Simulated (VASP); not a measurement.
Write the native input for VASP 6.6.1 that does the following.

```yaml
Task: single point
Functional: RPBE
Potentials_or_basis: VASP PAW PBE potentials, release 64 (Na_pv)
Cutoff: 500 eV
k_mesh: 2 × 2 × 2
Occupations: gaussian, width 0.1 eV
Spin: no spin polarisation
Dipole_correction: no
Further_INCAR_settings: ALGO = Normal; EDIFF = 1e-06; NBANDS = 10
```

The structure of Na lies in POSCAR:

```
Na
1.0
   -1.8805461869      1.8805461869      1.8805461869
    1.8805461869     -1.8805461869      1.8805461869
    1.8805461869      1.8805461869     -1.8805461869
Na
1
Direct
    0.0000000000      0.0000000000      0.0000000000
```

One way to write it, as run:

INCAR

```
SYSTEM = Na
PREC = Accurate
ENCUT = 500
EDIFF = 1E-6
ISMEAR = 0
SIGMA = 0.1
LREAL = .False.
LASPH = .True.
NELM = 120
ALGO = Normal
ISIF = 2
LWAVE = .False.
LCHARG = .False.
GGA = RP
NBANDS = 10
GGA_COMPAT = .False.
```

KPOINTS

```
regular mesh
0
Gamma
  2 2 2
  0 0 0
```

Potentials or basis: VASP PAW PBE potentials, release 64 (Na_pv).

The run is started by

```console
$ cat potpaw_PBE.64/Na_pv/POTCAR > POTCAR
$ mpirun -np 1 vasp_std > vasp.out
```

It gave:

The pressure is 9.4 GPa.

Caveat: the k points lie up to 1.18 Å⁻¹ apart; the PAW data sets were made with another functional, which shifts forces and pressure a little.

It used 3 s of CPU time on 1 thread of Intel Xeon 8259CL (shared host).
